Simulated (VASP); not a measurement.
Input of a VASP 6.6.1 run:

Contents of INCAR:

```
SYSTEM = Ca3AsP
PREC = Accurate
ENCUT = 520
EDIFF = 1E-6
ISMEAR = -1
SIGMA = 0.05
LREAL = .FALSE.
LASPH = .TRUE.
NELM = 60
ALGO = Normal
ISIF = 2
LWAVE = .FALSE.
LCHARG = .TRUE.
GGA = RP
LELF = .TRUE.
LVHAR = .TRUE.
NBANDS = 28
```

File KPOINTS:

```
Automatic mesh
0
G
  5 5 5
  0 0 0
```

File POSCAR:

```
Ca3AsP
1.0
    5.3898298399      0.0000000000      0.0000000000
    0.0000000000      5.3898298399      0.0000000000
    0.0000000000      0.0000000000      5.3898298399
As Ca P
1 3 1
Direct
    0.0000000000      0.0000000000      0.0000000000
    0.5000000000      0.5000000000      0.0000000000
    0.5000000000      0.0000000000      0.5000000000
    0.0000000000      0.5000000000      0.5000000000
    0.5000000000      0.5000000000      0.5000000000
```

Potentials or basis: VASP PAW PBE potentials, release 64 (As, Ca_sv, P).

Launch:

```sh
$ cat potpaw_PBE.64/As/POTCAR potpaw_PBE.64/Ca_sv/POTCAR potpaw_PBE.64/P/POTCAR > POTCAR
$ mpirun -np 1 vasp_std > vasp.out
```

Task: Predict the pressure.

Result: 0.1 GPa.

Task: What does it give for the band gap on the k mesh?

Result: 0.22 eV, direct.

Caveat: the PAW data sets were made with another functional, which shifts forces and pressure a little.
